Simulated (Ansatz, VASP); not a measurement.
# NaH in VASP and in Ansatz

```xyz
2
Lattice="0.0000 2.4721 2.4721 2.4721 0.0000 2.4721 2.4721 2.4721 0.0000" Properties=species:S:1:pos:R:3 pbc="T T T"
Na    0.0000    0.0000    0.0000
H     2.4721    2.4721    2.4721
```

Change from the starting cell: volume scaled by 1.04, crystal datasets.

Alike in both runs: task electric field gradients; functional PBE; k mesh 9 × 9 × 9; occupations fermi-dirac, width 0.03 eV; no spin polarisation.

```csv
,VASP,Ansatz
version,VASP 6.6.1,Ansatz 0.2.0
potentials or method,"VASP PAW PBE potentials, release 64 (Na_pv, H), cutoff 520 eV","all-electron PAW with datasets made for the crystal, scalar-relativistic"
```

|  | VASP | Ansatz | Ansatz less VASP |
| --- | --- | --- | --- |
| gap on the k mesh at the Fermi level (eV) | 3.94 | 3.94 | +0.002 |
| pressure (GPa) | -1.4 | -1.4 | +0.06 |

Ansatz ran all-electron here, and VASP with PAW potentials.
